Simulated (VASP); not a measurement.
Here is a VASP 6.6.1 calculation.

File INCAR:

```
SYSTEM = Al2Cu
ALGO = Fast
EDIFF = 1E-6
ENCUT = 520
ISIF = 2
ISMEAR = 0
LASPH = .True.
LCHARG = .False.
LREAL = .False.
LWAVE = .False.
NBANDS = 16
NELM = 60
PREC = Accurate
SIGMA = 0.15
```

Contents of KPOINTS:

```
k-points
0
Gamma
  14 14 18
  0 0 0
```

Contents of POSCAR:

```
Al2Cu
1.0
    4.1564373307      0.0000000000      0.0000000000
    0.0000000000      4.1564373307      0.0000000000
    0.0000000000      0.0000000000      2.6693779563
Al Cu
2 1
Direct
    0.5000000000      0.0000000000      0.5000000000
    0.0000000000      0.5000000000      0.5000000000
    0.0000000000      0.0000000000      0.0000000000
```

Potentials or basis: VASP PAW LDA potentials, release 64 (Al, Cu).

Launch:

```bash
$ cat potpaw_LDA.64/Al/POTCAR potpaw_LDA.64/Cu/POTCAR > POTCAR
$ mpirun -np 1 vasp_std > vasp.out
```

Question: What does it give for the pressure?

Answer: 1.3 GPa.

Stress tensor (GPa, compression positive):
```
-1.29  0.00  0.00
 0.00 -1.29  0.00
 0.00  0.00  6.55
```
